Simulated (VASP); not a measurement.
# C (P6_3/mmc) in VASP: further runs

C is run at these levels: LDA; tasks: single point.

The COD entry that gives the cell may itself be a prediction, so a difference from it is no test against experiment.

All numbers are computed with VASP 6.6.1; they aren't measurements. Logs are shortened: lines on timing, memory, paths and dates and some standing lists are left out, and cuts for length are marked.

## (1) The cell of the first run

It takes space group P6_3/mmc (No. 194, hexagonal). Conventional cell: a = 2.667 Å, b = 2.667 Å, c = 12.906 Å, α = 90.00°, β = 90.00°, γ = 120.00°. Within 2.2 Å of C (site symmetry 3m) lie 4 C at 1.63 Å. C (site symmetry 3m) has 4 C at 1.60 to 1.63 Å within 2.1 Å. C (site symmetry 3m) has 4 C at 1.60 to 1.63 Å within 2.1 Å.

## (2) Single point, LDA

Contents of INCAR:

```
ALGO = Normal
EDIFF = 1E-7
ENCUT = 520
GGA = CA
ISIF = 2
ISMEAR = 0
LASPH = True
LCHARG = False
LREAL = False
LWAVE = False
NBANDS = 36
NELM = 80
PREC = Accurate
SIGMA = 0.05
```

Contents of KPOINTS:

```
k-points
0
Gamma
  12 12 2
```

Contents of POSCAR:

```
C
1.0
    2.6666000000      0.0000000000      0.0000000000
   -1.3333000000      2.3093433417      0.0000000000
    0.0000000000      0.0000000000     12.9064000000
C
12
Direct
    0.0000000000      0.0000000000      0.1868599868
    0.0000000000      0.0000000000      0.6868599868
    0.0000000000      0.0000000000      0.3131400132
    0.0000000000      0.0000000000      0.8131400132
    0.3333333333      0.6666666667      0.5207718743
    0.6666666667      0.3333333333      0.0207718743
    0.3333333333      0.6666666667      0.9792281257
    0.6666666667      0.3333333333      0.4792281257
    0.3333333333      0.6666666667      0.6450609412
    0.6666666667      0.3333333333      0.1450609412
    0.3333333333      0.6666666667      0.8549390588
    0.6666666667      0.3333333333      0.3549390588
```

Potentials or basis: VASP PAW LDA potentials, release 64 (C).

Started as:

```bash
> cat potpaw_LDA.64/C/POTCAR > POTCAR
> mpirun -np 1 vasp_std > vasp.out
```

OUTCAR:

```text
EDIFF = 1E-7
   ENCUT = 520
   GGA = CA
   ISIF = 2
   ISMEAR = 0
   LASPH = True
   LREAL = False
   NELM = 80
   PREC = Accurate

 ion  position               nearest neighbor table
   1  0.000  0.000  0.187-   3 1.63  10 1.63  10 1.63  10 1.63
   2  0.000  0.000  0.687-   4 1.63   9 1.63   9 1.63   9 1.63
   3  0.000  0.000  0.313-   1 1.63  12 1.63  12 1.63  12 1.63
   4  0.000  0.000  0.813-   2 1.63  11 1.63  11 1.63  11 1.63
   5  0.333  0.667  0.521-   9 1.60   8 1.63   8 1.63   8 1.63
   6  0.667  0.333  0.021-  10 1.60   7 1.63   7 1.63   7 1.63
   7  0.333  0.667  0.979-  11 1.60   6 1.63   6 1.63   6 1.63
   8  0.667  0.333  0.479-  12 1.60   5 1.63   5 1.63   5 1.63
   9  0.333  0.667  0.645-   5 1.60   2 1.63   2 1.63   2 1.63
  10  0.667  0.333  0.145-   6 1.60   1 1.63   1 1.63   1 1.63
  11  0.333  0.667  0.855-   7 1.60   4 1.63   4 1.63   4 1.63
  12  0.667  0.333  0.355-   8 1.60   3 1.63   3 1.63   3 1.63

  LATTYP: Found a hexagonal cell.
 ALAT       =     2.6666000000
 C/A-ratio  =     4.8400210005

  Lattice vectors:

 A1 = (   2.6666000000,   0.0000000000,   0.0000000000)
 A2 = (  -1.3333000000,   2.3093433417,   0.0000000000)
 A3 = (   0.0000000000,   0.0000000000,  12.9064000000)

Analysis of symmetry for initial positions (statically):
=====================================================================
 Subroutine PRICEL returns:
 Original cell was already a primitive cell.

 Routine SETGRP: Setting up the symmetry group for a
 hexagonal supercell.

 Subroutine GETGRP returns: Found 24 space group operations
 (whereof 12 operations were pure point group operations)
 out of a pool of 24 trial point group operations.

The static configuration has the point symmetry D_3d.
 The point group associated with its full space group is D_6h.

Analysis of symmetry for dynamics (positions and initial velocities):
=====================================================================
 Subroutine PRICEL returns:
 Original cell was already a primitive cell.

 Routine SETGRP: Setting up the symmetry group for a
 hexagonal supercell.

 Subroutine GETGRP returns: Found 24 space group operations
 (whereof 12 operations were pure point group operations)
 out of a pool of 24 trial point group operations.

The dynamic configuration has the point symmetry D_3d.
 The point group associated with its full space group is D_6h.

 Subroutine INISYM returns: Found 24 space group operations
 (whereof 12 operations are pure point group operations),
 and found     1 'primitive' translations

----------------------------------------------------------------------------------------

                                     Primitive cell

  volume of cell :      79.4788

  direct lattice vectors                    reciprocal lattice vectors
     2.666600000  0.000000000  0.000000000     0.375009375  0.216511764  0.000000000
    -1.333300000  2.309343342  0.000000000     0.000000000  0.433023527  0.000000000
     0.000000000  0.000000000 12.906400000     0.000000000  0.000000000  0.077480940

  length of vectors
     2.666600000  2.666600000 12.906400000     0.433023527  0.433023527  0.077480940

  position of ions in fractional coordinates (direct lattice)
     0.000000000  0.000000000  0.186859987
     0.000000000  0.000000000  0.686859987
     0.000000000  0.000000000  0.313140013
     0.000000000  0.000000000  0.813140013
     0.333333333  0.666666667  0.520771874
     0.666666667  0.333333333  0.020771874
     0.333333333  0.666666667  0.979228126
     0.666666667  0.333333333  0.479228126
     0.333333333  0.666666667  0.645060941
     0.666666667  0.333333333  0.145060941
     0.333333333  0.666666667  0.854939059
     0.666666667  0.333333333  0.354939059

  ion indices of the primitive-cell ions
   primitive index   ion index
                 1           1
                 2           2
                 3           3
                 4           4
                 5           5
                 6           6
                 7           7
                 8           8
                 9           9
                10          10
                11          11
                12          12

----------------------------------------------------------------------------------------

 KPOINTS: k-points

Automatic generation of k-mesh.
 Grid dimensions read from file:
 generate k-points for:   12   12    2

 Generating k-lattice:

  Cartesian coordinates                     Fractional coordinates (reciprocal lattice)
     0.031250781  0.018042647  0.000000000     0.083333333  0.000000000  0.000000000
     0.000000000  0.036085294  0.000000000     0.000000000  0.083333333  0.000000000
     0.000000000  0.000000000  0.038740470     0.000000000  0.000000000  0.500000000

  Length of vectors
     0.036085294  0.036085294  0.038740470

  Shift w.r.t. Gamma in fractional coordinates (k-lattice)
     0.000000000  0.000000000  0.000000000

 Subroutine IBZKPT returns following result:
 ===========================================

 Found     38 irreducible k-points:

 Following reciprocal coordinates:
            Coordinates               Weight
  0.000000  0.000000  0.000000      1.000000
  0.083333 -0.000000  0.000000      6.000000
  0.166667 -0.000000  0.000000      6.000000
  0.250000 -0.000000  0.000000      6.000000
  0.333333 -0.000000  0.000000      6.000000
  0.416667 -0.000000  0.000000      6.000000
[... 16 lines left out ...]
  0.250000 -0.000000  0.500000      6.000000
  0.333333 -0.000000  0.500000      6.000000
 [... further k-points ...]
   k-points           NKPTS =     38   k-points in BZ     NKDIM =     38   number of bands    NBANDS=     36
   number of dos      NEDOS =    301   number of ions     NIONS =     12
   total plane-waves  NPLWV =  38400
   dimension x,y,z NGX =    20 NGY =   20 NGZ =   96
   dimension x,y,z NGXF=    40 NGYF=   40 NGZF=  192
   ions per type =              12
   NGX,Y,Z   is equivalent  to a cutoff of  12.47, 12.47, 12.37 a.u.
   NGXF,Y,Z  is equivalent  to a cutoff of  24.94, 24.94, 24.73 a.u.
 SYSTEM =  unknown system
   PREC   = accura    normal or accurate (medium, high low for compatibility)
   ISTART =      0    job   : 0-new  1-cont  2-samecut
   ICHARG =      2    charge: 1-file 2-atom 10-const
   ISPIN  =      1    spin polarized calculation?
   LNONCOLLINEAR =      F non collinear calculations
   LSORBIT =      F    spin-orbit coupling
   LASPH  =      T    aspherical Exc in radial PAW
   ENCUT  =  520.0 eV  38.22 Ry    6.18 a.u.   4.96  4.96 24.00*2*pi/ulx,y,z
   NELM   =     80;   NELMIN=  2; NELMDL= -5     # of ELM steps
   EDIFF  = 0.1E-06   stopping-criterion for ELM
   LREAL  =      F    real-space projection
   EDIFFG = 0.1E-05   stopping-criterion for IOM
   NSW    =      0    number of steps for IOM
   IBRION =     -1    ionic relax: 0-MD 1-quasi-New 2-CG
   NFREE  =      0    steps in history (QN), initial steepest desc. (CG)
   ISIF   =      2    stress and relaxation
   ISYM   =      2    0-nonsym 1-usesym 2-fastsym
   POTIM  = 0.5000    time-step for ionic-motion
   TEBEG  =    0.0;   TEEND  =   0.0 temperature during run
   PSTRESS=    0.0 pullay stress
   NELECT =      48.0000    total number of electrons
   NUPDOWN=      -1.0000    fix difference up-down
   EMIN   =  10.00;   EMAX   =-10.00  energy-range for DOS
   EFERMI =   0.00;   METHOD = LEGACY
   ISMEAR =     0;   SIGMA  =   0.05  broadening in eV -4-tet -1-fermi 0-gaus
   EFERMI_NEDOS =   21; number of points for ismear=-14 and -15
   IALGO  =     38    algorithm
   IMIX   =      4    mixing-type and parameters
     AMIX     =   0.40;   BMIX     =  1.00
     AMIX_MAG =   1.60;   BMIX_MAG =  1.00
  volume/ion in A,a.u.               =       6.62        44.70
  Fermi-wavevector in a.u.,A,eV,Ry     =   1.383794  2.614991 26.053599  1.914886
  Thomas-Fermi vector in A             =   2.508358
   LORBIT       =      0    0 simple, 1 ext, 2 COOP (PROOUT), +10 PAW based schemes
   GGA     = CA    functional components
   LHFCALC =     F    Hartree Fock is set to
   AEXX    =    0.0000 exact exchange contribution
   IVDW    =     0    specifies the selected vdW correction
   LEPSILON=     F    determine dielectric tensor
   LRPA    =     F    only Hartree local field effects (RPA)
 non-spin polarized calculation
 Gauss-broadening in eV      SIGMA  =   0.05
  energy-cutoff  :      520.00
  volume of cell :       79.48
 maximum number of plane-waves:      2177
 NGX is ok and might be reduce to    20
   NGX =  9   NGY =  9   NGZ = 47

 number of electron      48.0000004 magnetization

 Free energy of the ion-electron system (eV)
  ---------------------------------------------------
  ext. energy  EPLUGINS =         0.00000000
  ---------------------------------------------------
  free energy    TOTEN  =      -118.53097595 eV

  energy without entropy =     -118.53097595  energy(sigma->0) =     -118.53097595

 E-fermi :   7.9640     XC(G=0): -12.7617

 val. band max:        7.6660904116   @ k =   0.0000   0.0000   0.0000
 cond. band min:      11.5420192078   @ k =   0.4167  -0.0000   0.0000
 fundamental gap:      3.8759287962
 Fermi energy:         7.9640460507

 k-point     1 :       0.0000    0.0000    0.0000
  band No.  band energies     occupation
      1     -11.7900      2.00000
      2     -11.1246      2.00000
      3     -11.0522      2.00000
      4      -9.0682      2.00000
      5      -9.0103      2.00000
      6      -6.6040      2.00000
[... 28 lines left out ...]
     35      14.1746      0.00000
     36      14.3473      0.00000
[... 866 lines left out ...]
      6      -5.4761      2.00000
[... 28 lines left out ...]
     35      15.7472      0.00000
     36      15.7472      0.00000

 [... further k-points ...]

------------------------ aborting loop because EDIFF is reached ----------------------------------------

  FORCE on cell =-STRESS in cart. coord.  units (eV):
  Direction    XX          YY          ZZ          XY          YZ          ZX
  --------------------------------------------------------------------------------------
  -------------------------------------------------------------------------------------
  Total      -32.2905662    -32.2905662    -24.9317321     -0.0000000      0.0000000      0.0000000
  in kB     -650.9306785   -650.9306785   -502.5873250     -0.0000000      0.0000000      0.0000000
  external PRESSURE =    -601.4828940 kB  Pullay stress =       0.0000000 kB

 VOLUME and BASIS-vectors are now :
 -----------------------------------------------------------------------------
  energy-cutoff  :      520.00
  volume of cell :       79.48
      direct lattice vectors                 reciprocal lattice vectors
     2.666600000  0.000000000  0.000000000     0.375009375  0.216511764  0.000000000
    -1.333300000  2.309343342  0.000000000     0.000000000  0.433023527  0.000000000
     0.000000000  0.000000000 12.906400000     0.000000000  0.000000000  0.077480940

 POSITION                                       TOTAL-FORCE (eV/Angst)
 -----------------------------------------------------------------------------------
      0.00000      0.00000      2.41169        -0.000000      0.000000     -0.038099
      0.00000      0.00000      8.86489         0.000000      0.000000     -0.038099
      0.00000      0.00000      4.04151         0.000000      0.000000      0.038099
      0.00000      0.00000     10.49471         0.000000      0.000000      0.038099
     -0.00000      1.53956      6.72129         0.000000     -0.000000      0.059264
      1.33330      0.76978      0.26809        -0.000000      0.000000      0.059264
     -0.00000      1.53956     12.63831         0.000000     -0.000000     -0.059264
      1.33330      0.76978      6.18511        -0.000000      0.000000     -0.059264
     -0.00000      1.53956      8.32541         0.000000      0.000000     -0.061107
      1.33330      0.76978      1.87221        -0.000000     -0.000000     -0.061107
     -0.00000      1.53956     11.03419         0.000000      0.000000      0.061107
      1.33330      0.76978      4.58099        -0.000000      0.000000      0.061107
 -----------------------------------------------------------------------------------
    total drift:                                0.000000      0.000000      0.000000

  FREE ENERGIE OF THE ION-ELECTRON SYSTEM (eV)
  ---------------------------------------------------
  free  energy   TOTEN  =      -118.5309759460 eV

  energy  without entropy=     -118.5309759460  energy(sigma->0) =     -118.53097595
```

Run time: 3.9 min. Hardware: 1 thread of AMD EPYC 7R13, shared host; peak memory 0.16 GiB.

What came out:

```yaml
Free_energy: -118.5310 eV
Pressure: -60.1 GPa
Largest_force: 0.061 eV/Å
Band_gap_on_the_k_mesh: 3.88 eV, indirect (least direct gap 4.77 eV)
```

Forces in eV/Å, atoms in the order of the input:
```
C    0.000  0.000 -0.038
C    0.000  0.000 -0.038
C    0.000  0.000  0.038
C    0.000  0.000  0.038
C    0.000  0.000  0.059
C    0.000  0.000  0.059
C    0.000  0.000 -0.059
C    0.000  0.000 -0.059
C    0.000  0.000 -0.061
C    0.000  0.000 -0.061
C    0.000  0.000  0.061
C    0.000  0.000  0.061
```

Levels at points of the mesh, in eV from the valence-band top:
```tsv
k point	band 20	band 21	band 22	band 23	band 24	band 25	band 26	band 27	band 28	band 29
(0.00, 0.00, 0.00)	-0.90	-0.90	-0.16	0.00	0.00	4.77	4.77	5.38	5.77	5.77
(0.50, 0.00, 0.00)	-3.83	-3.50	-3.45	-3.11	-2.44	3.96	4.52	4.64	5.27	6.12
(0.00, 0.00, 0.50)	-1.14	-0.29	-0.29	-0.29	-0.29	5.12	5.12	5.12	5.12	5.72
(0.50, 0.00, 0.50)	-4.29	-3.25	-3.25	-2.75	-2.75	4.12	4.12	5.31	5.31	5.44
```

A k mesh can miss the band edges. As with any semilocal functional, this LDA gap is likely too small.

(Part 1 of 2 ends here.)
